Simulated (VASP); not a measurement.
A run of VASP 6.6.1 is set up as follows.

Contents of INCAR:

```
PREC = Accurate
ENCUT = 520
EDIFF = 1E-6
ISMEAR = 1
SIGMA = 0.1
LREAL = False
LASPH = True
NELM = 150
ALGO = Fast
ISIF = 2
LWAVE = False
LCHARG = True
ISPIN = 2
MAGMOM = 0.65
LORBIT = 11
LMAXMIX = 4
GGA = PE
LELF = True
LVHAR = True
NBANDS = 15
```

The input KPOINTS:

```
regular mesh
0
Gamma
  24 24 24
```

File POSCAR:

```
Ni
1.0
    0.0000000000      1.7595263868      1.7595263868
    1.7595263868      0.0000000000      1.7595263868
    1.7595263868      1.7595263868      0.0000000000
Ni
1
Direct
    0.0000000000      0.0000000000      0.0000000000
```

Potentials or basis: VASP PAW PBE potentials, release 64 (Ni).

Launch:

```console
$ cat potpaw_PBE.64/Ni/POTCAR > POTCAR
$ mpirun -np 1 vasp_std > vasp.out
```

Task: Predict the pressure.

Result: -0.3 GPa.

Task: Predict the site moments.

Result: Ni +0.66 μB.

Task: Estimate the net moment.

Result: 0.65 μB per cell.
